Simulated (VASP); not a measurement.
# Ag (R-3m) in VASP: settings compared

Ag is run at these levels: PBE, PBEsol; tasks: single point.

Program: VASP 6.6.1. These are calculated values, not measurements. Logs are shortened: lines on timing, memory, paths and dates and some standing lists are left out, and cuts for length are marked.

### 1 The cell of the first run

Symmetry: R-3m, No. 166, trigonal system. The conventional cell has a = 2.966 Å, b = 2.966 Å, c = 21.757 Å, α = 90.00°, β = 90.00°, γ = 120.00°. Within 3.9 Å of Ag (site symmetry 3m) lie 12 Ag at 2.96 to 2.97 Å. Ag (site symmetry -3m) has 12 Ag at 2.96 to 2.97 Å within 3.9 Å.

### 2 Single point, PBE

Input file INCAR:

```
SYSTEM = Ag
ALGO = Fast ; EDIFF = 1E-6
ENCUT = 520 ; GGA = PE
ISIF = 2 ; ISMEAR = -1
LASPH = .True. ; LCHARG = .True.
LELF = .True. ; LREAL = .False.
LVHAR = .True. ; LWAVE = .False.
NBANDS = 24 ; NELM = 100
PREC = Accurate ; SIGMA = 0.05
```

Input file KPOINTS:

```
k-points
0
Gamma
  10 10 10
  0 0 0
```

Input file POSCAR:

```
Ag
1.0
    1.4828027268      0.8560965535      7.2523643044
   -1.4828027268      0.8560965535      7.2523643044
    0.0000000000     -1.7121931070      7.2523643044
Ag
3
Direct
    0.2222810000      0.2222810000      0.2222810000
    0.7777190000      0.7777190000      0.7777190000
    0.0000000000      0.0000000000      0.0000000000
```

Potentials or basis: VASP PAW PBE potentials, release 64 (Ag).

The run is started by

```sh
cat potpaw_PBE.64/Ag/POTCAR > POTCAR
mpirun -np 1 vasp_std > vasp.out
```

OUTCAR:

```text
SYSTEM = Ag
   EDIFF = 1E-6
   ENCUT = 520
   GGA = PE
   ISIF = 2
   ISMEAR = -1
   LASPH = .True.
   LREAL = .False.
   NELM = 100
   PREC = Accurate

 ion  position               nearest neighbor table
   1  0.222  0.222  0.222-   3 2.96   3 2.96   3 2.96   2 2.96   2 2.96   2 2.96
   2  0.778  0.778  0.778-   3 2.96   3 2.96   3 2.96   1 2.96   1 2.96   1 2.96
   3  0.000  0.000  0.000-   2 2.96   2 2.96   1 2.96   1 2.96   2 2.96   1 2.96

  LATTYP: Found a trigonal (rhomboedric) cell.
 ALAT       =     7.4517375987
 COS(alpha) =     0.9208079399

  Lattice vectors:

 A1 = (   1.4828027268,   0.8560965535,   7.2523643044)
 A2 = (  -1.4828027268,   0.8560965535,   7.2523643044)
 A3 = (   0.0000000000,  -1.7121931070,   7.2523643044)

Analysis of symmetry for initial positions (statically):
=====================================================================
 Subroutine PRICEL returns:
 Original cell was already a primitive cell.

 Routine SETGRP: Setting up the symmetry group for a
 trigonal (rhombohedral) supercell.

 Subroutine GETGRP returns: Found 12 space group operations
 (whereof 12 operations were pure point group operations)
 out of a pool of 12 trial point group operations.

The static configuration has the point symmetry D_3d.

Analysis of symmetry for dynamics (positions and initial velocities):
=====================================================================
 Subroutine PRICEL returns:
 Original cell was already a primitive cell.

 Routine SETGRP: Setting up the symmetry group for a
 trigonal (rhombohedral) supercell.

 Subroutine GETGRP returns: Found 12 space group operations
 (whereof 12 operations were pure point group operations)
 out of a pool of 12 trial point group operations.

The dynamic configuration has the point symmetry D_3d.

 Subroutine INISYM returns: Found 12 space group operations
 (whereof 12 operations are pure point group operations),
 and found     1 'primitive' translations

----------------------------------------------------------------------------------------

                                     Primitive cell

  volume of cell :      55.2379

  direct lattice vectors                    reciprocal lattice vectors
     1.482802727  0.856096554  7.252364304     0.337199272  0.194682090  0.045962023
    -1.482802727  0.856096554  7.252364304    -0.337199272  0.194682090  0.045962023
[... 79 lines left out ...]
   ISTART =      0    job   : 0-new  1-cont  2-samecut
   ICHARG =      2    charge: 1-file 2-atom 10-const
   ISPIN  =      1    spin polarized calculation?
   LNONCOLLINEAR =      F non collinear calculations
   LSORBIT =      F    spin-orbit coupling
   LASPH  =      T    aspherical Exc in radial PAW
   ENCUT  =  520.0 eV  38.22 Ry    6.18 a.u.  13.86 13.86 13.86*2*pi/ulx,y,z
   NELM   =    100;   NELMIN=  2; NELMDL= -5     # of ELM steps
   EDIFF  = 0.1E-05   stopping-criterion for ELM
   LREAL  =      F    real-space projection
   EDIFFG = 0.1E-04   stopping-criterion for IOM
   NSW    =      0    number of steps for IOM
   IBRION =     -1    ionic relax: 0-MD 1-quasi-New 2-CG
   NFREE  =      0    steps in history (QN), initial steepest desc. (CG)
   ISIF   =      2    stress and relaxation
   ISYM   =      2    0-nonsym 1-usesym 2-fastsym
   POTIM  = 0.5000    time-step for ionic-motion
   TEBEG  =    0.0;   TEEND  =   0.0 temperature during run
   PSTRESS=    0.0 pullay stress
   NELECT =      33.0000    total number of electrons
   NUPDOWN=      -1.0000    fix difference up-down
   EMIN   =  10.00;   EMAX   =-10.00  energy-range for DOS
   EFERMI =   0.00;   METHOD = LEGACY
   ISMEAR =    -1;   SIGMA  =   0.05  broadening in eV -4-tet -1-fermi 0-gaus
   EFERMI_NEDOS =   21; number of points for ismear=-14 and -15
   IALGO  =     68    algorithm
   IMIX   =      4    mixing-type and parameters
     AMIX     =   0.40;   BMIX     =  1.00
     AMIX_MAG =   1.60;   BMIX_MAG =  1.00
  volume/ion in A,a.u.               =      18.41       124.25
  Fermi-wavevector in a.u.,A,eV,Ry     =   1.378797  2.605549 25.865798  1.901082
  Thomas-Fermi vector in A             =   2.503826
   LORBIT       =      0    0 simple, 1 ext, 2 COOP (PROOUT), +10 PAW based schemes
   GGA     = PE    functional components
   LHFCALC =     F    Hartree Fock is set to
   AEXX    =    0.0000 exact exchange contribution
   IVDW    =     0    specifies the selected vdW correction
   LEPSILON=     F    determine dielectric tensor
   LRPA    =     F    only Hartree local field effects (RPA)
 non-spin polarized calculation
 RMM-DIIS sequential band-by-band and
  energy-cutoff  :      520.00
  volume of cell :       55.24
 maximum number of plane-waves:      1532
   NGX = 27   NGY = 27   NGZ = 27

 number of electron      33.0000001 magnetization

 Free energy of the ion-electron system (eV)
  ---------------------------------------------------
  ext. energy  EPLUGINS =         0.00000000
  ---------------------------------------------------
  free energy    TOTEN  =        -8.11860216 eV

  energy without entropy =       -8.11091369  energy(sigma->0) =       -8.11475792

 E-fermi :   7.3611     XC(G=0): -11.7548

 val. band max:        7.3535883732   @ k =  -0.2000  -0.3000   0.1000
 cond. band min:       7.3909290755   @ k =  -0.1000   0.3000   0.1000
 fundamental gap:      0.0373407023
 Fermi energy:         7.3611181766

 k-point     1 :       0.0000    0.0000    0.0000
  band No.  band energies     occupation
      1       0.1873      2.00000
      2       1.5846      2.00000
      3       1.5900      2.00000
      4       2.8588      2.00000
      5       2.8588      2.00000
      6       2.8726      2.00000
[... 637 lines left out ...]
     23      19.0993      0.00000
     24      19.9578      0.00000

 [... further k-points ...]
[... 5 lines left out ...]
  --------------------------------------------------------------------------------------
  -------------------------------------------------------------------------------------
  Total       -0.7369940     -0.7369940     -0.9175181      0.0000000      0.0000000      0.0000000
  in kB      -21.3765473    -21.3765473    -26.6126568      0.0000000      0.0000000      0.0000000
  external PRESSURE =     -23.1219171 kB  Pullay stress =       0.0000000 kB

 VOLUME and BASIS-vectors are now :
 -----------------------------------------------------------------------------
  energy-cutoff  :      520.00
  volume of cell :       55.24
      direct lattice vectors                 reciprocal lattice vectors
     1.482802727  0.856096554  7.252364304     0.337199272  0.194682090  0.045962023
    -1.482802727  0.856096554  7.252364304    -0.337199272  0.194682090  0.045962023
     0.000000000 -1.712193107  7.252364304     0.000000000 -0.389364181  0.045962023

 POSITION                                       TOTAL-FORCE (eV/Angst)
 -----------------------------------------------------------------------------------
      0.00000      0.00000      4.83619        -0.000000     -0.000000      0.000412
      0.00000      0.00000     16.92090        -0.000000      0.000000     -0.000412
      0.00000      0.00000      0.00000         0.000000      0.000000      0.000000
 -----------------------------------------------------------------------------------
    total drift:                               -0.000000     -0.000000      0.000000

  FREE ENERGIE OF THE ION-ELECTRON SYSTEM (eV)
  ---------------------------------------------------
  free  energy   TOTEN  =        -8.1186021611 eV

  energy  without entropy=       -8.1109136869  energy(sigma->0) =       -8.11475792
```

OSZICAR:

```text
N       E                     dE             d eps       ncg     rms          rms(c)
DAV:   1     0.205943468270E+03    0.20594E+03   -0.16442E+04  5608   0.132E+03
DAV:   2    -0.534571211960E+01   -0.21129E+03   -0.19627E+03  5832   0.303E+02
DAV:   3    -0.878384728733E+01   -0.34381E+01   -0.34255E+01  6704   0.449E+01
DAV:   4    -0.879687794039E+01   -0.13031E-01   -0.13030E-01  6152   0.267E+00
DAV:   5    -0.879701567585E+01   -0.13774E-03   -0.13774E-03  6936   0.300E-01    0.743E+00
RMM:   6    -0.813908956606E+01    0.65793E+00   -0.18684E+00  5571   0.995E+00    0.494E+00
RMM:   7    -0.812500926438E+01    0.14080E-01   -0.41556E-02  5733   0.155E+00    0.296E+00
RMM:   8    -0.811869091424E+01    0.63184E-02   -0.28036E-03  5796   0.420E-01    0.275E-01
RMM:   9    -0.811858228033E+01    0.10863E-03   -0.45229E-04  6033   0.150E-01    0.454E-02
RMM:  10    -0.811859911527E+01   -0.16835E-04   -0.75774E-05  6121   0.594E-02    0.642E-02
RMM:  11    -0.811860248264E+01   -0.33674E-05   -0.19611E-05  6061   0.326E-02    0.594E-03
RMM:  12    -0.811860216107E+01    0.32157E-06   -0.31599E-06  4731   0.110E-02
   1 F= -.81186022E+01 E0= -.81147579E+01  d E =-.768847E-02
```

Wall time 9.4 min (1 thread of Intel Xeon 6975P-C (Granite Rapids), shared host); peak memory 0.47 GiB.

Results:

* Free energy: -8.1186 eV
* Pressure: -2.3 GPa
* Band gap on the k mesh: zero (an odd number of electrons rules out a gap without spin polarisation)

Levels at points of the mesh, in eV from the Fermi level:
| k point | band 13 | band 14 | band 15 | band 16 | band 17 | band 18 | band 19 | band 20 | band 21 | band 22 |
| --- | --- | --- | --- | --- | --- | --- | --- | --- | --- | --- |
| (0.00, 0.00, 0.00) | -3.21 | -3.21 | -3.10 | -3.10 | -3.02 | -3.02 | 7.56 | 7.58 | 15.36 | 15.74 |
| (0.50, 0.00, 0.00) | -2.81 | -2.80 | -2.80 | 0.07 | 1.24 | 1.30 | 4.58 | 4.84 | 5.94 | 10.57 |
| (0.50, 0.50, 0.00) | -2.82 | -2.80 | -2.76 | 0.42 | 0.58 | 1.47 | 3.76 | 5.72 | 7.81 | 8.22 |
| (0.50, 0.50, 0.50) | -3.62 | -3.49 | -3.49 | -2.96 | -2.96 | -0.14 | 3.26 | 13.67 | 13.74 | 15.46 |

(Continued in part 2 of 2.)

The gap in the log of VASP goes by the Fermi energy; the results here count the filled bands.